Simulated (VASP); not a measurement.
Write the native input for VASP 6.6.1 that does the following.

```yaml
Task: single point
Functional: PBE
Potentials_or_basis: VASP PAW PBE potentials, release 64 (Sb, O)
Cutoff: 520 eV
k_mesh: 4 × 4 × 4
Occupations: gaussian, width 0.1 eV
Spin: no spin polarisation
Dipole_correction: no
Further_INCAR_settings: ALGO = Fast; EDIFF = 1e-07; NBANDS = 21
```

The structure of Sb4O lies in POSCAR:

```
Sb4O
1.0
   -3.2123595800      3.2123595800      3.1445047200
    3.2123595800     -3.2123595800      3.1445047200
    3.2123595800      3.2123595800     -3.1445047200
Sb O
4 1
Direct
    0.0441419000      0.5441419000      0.5000000000
    0.5441419000      0.0441419000      0.5000000000
    0.3334524800      0.3334524800      0.0000000000
    0.9096640800      0.9096640800      0.0000000000
    0.1101138900      0.1101138900      0.0000000000
```

The cell was generated, and may not be a known phase.

The input as run:

INCAR

```
SYSTEM = Sb4O
ALGO     = Fast           ! electronic algorithm
EDIFF    = 1E-7           ! SCF threshold, eV
ENCUT    = 520            ! plane-wave cutoff, eV
GGA      = PE             ! functional
ISIF     = 2              ! what is computed and relaxed
ISMEAR   = 0              ! smearing method
LASPH    = .True.         ! aspherical terms in the spheres
LCHARG   = .False.        ! write CHGCAR
LREAL    = .False.        ! projectors in reciprocal space
LWAVE    = .False.        ! write WAVECAR
NBANDS   = 21             ! bands
NELM     = 60             ! most SCF steps
PREC     = Accurate       ! precision mode
SIGMA    = 0.1            ! smearing width, eV
```

KPOINTS

```
k-points
0
Gamma
  4 4 4
  0 0 0
```

Potentials or basis: VASP PAW PBE potentials, release 64 (Sb, O).

Launch:

```sh
$ cat potpaw_PBE.64/Sb/POTCAR potpaw_PBE.64/O/POTCAR > POTCAR
$ mpirun -np 1 vasp_std > vasp.out
```

It gave:

| Property | Result |
| --- | --- |
| Pressure | 83.3 GPa |
| Largest force | 98.860 eV/Å |
| Band gap on the k mesh | zero (bands 13 and 14 overlap by 0.26 eV) |

Caveat: atoms lie so close that the PAW spheres overlap strongly, which falsifies energies and pressures; the stress differs along the axes, from -2 to 255 GPa; spin-orbit coupling is left out, which moves the levels of the heavy elements; forces of over 1 eV/Å act on the atoms, so gaps and moduli don't describe the material at rest.

Wall time 77 s on 1 thread of Oxide Virtual Turin-like Processor, with other jobs on the host, peak memory 0.22 GiB.
